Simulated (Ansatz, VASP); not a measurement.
# Two plane-wave programs on Ag

The input INCAR:

```
SYSTEM = Ag
PREC = Accurate
ENCUT = 520
EDIFF = 1E-7
ISMEAR = -1
SIGMA = 0.1
LREAL = .False.
LASPH = .True.
NELM = 100
ALGO = Normal
ISIF = 2
LWAVE = .False.
LCHARG = .False.
GGA = PE
NBANDS = 30
```

Contents of KPOINTS:

```
Automatic mesh
0
Gamma
  16 16 5
  0 0 0
```

POSCAR

```
Ag
1.0
    2.8418037609      0.0000000000      0.0000000000
   -1.4209018804      2.4610742495      0.0000000000
    0.0000000000      0.0000000000      9.3903690295
Ag
4
Direct
    0.3333333333      0.6666666667      0.2500000000
    0.6666666667      0.3333333333      0.7500000000
    0.0000000000      0.0000000000      0.0000000000
    0.0000000000      0.0000000000      0.5000000000
```

Input for Ansatz:

```yaml
crystal:
  lattice:
    - [2.8418037609, 0.0, 0.0]
    - [-1.4209018804, 2.4610742495, 0.0]
    - [0.0, 0.0, 9.3903690295]
  atoms:
    - { symbol: Ag, position: [0.3333333333, 0.6666666667, 0.25] }
    - { symbol: Ag, position: [0.6666666667, 0.3333333333, 0.75] }
    - { symbol: Ag, position: [0.0, 0.0, 0.0] }
    - { symbol: Ag, position: [0.0, 0.0, 0.5] }
hamiltonian:
  xc: pbe
  pseudopotentials:
    kind: paw
    azcp:
      Ag: "pseudopotentials/Ag.paw.azcp"
basis:
  ecutwfc: 420
  fft_grid_basis: typed
kpoints:
  mp_grid: { grid: [16, 16, 5], shift: [0, 0, 0] }
magnetization:
  spin_polarized: false
scf:
  occupations: { method: fermi_dirac, width: 0.1 }
output:
  stress: true
```

Alike in both runs: task single point; functional PBE; k mesh 16 × 16 × 5; occupations fermi-dirac, width 0.1 eV; no spin polarisation.

|  | VASP | Ansatz |
| --- | --- | --- |
| version | VASP 6.6.1 | Ansatz 0.2.0 |
| potentials or method | VASP PAW PBE potentials, release 64 (Ag), cutoff 520 eV | plane waves (420 eV) with PAW, scalar-relativistic |
| valence electrons in the cell | 44 | 76 |

|  | VASP | Ansatz | Ansatz less VASP |
| --- | --- | --- | --- |
| pressure (GPa) | 9.6 | 9.8 | +0.22 |
| traceless stress, the component that is largest in VASP (GPa) | -1.03 | -1.04 | -0.004 |

VASP's potentials hold 44 valence electrons a cell and Ansatz's 76, so a difference there can come from the potentials and not from the codes.
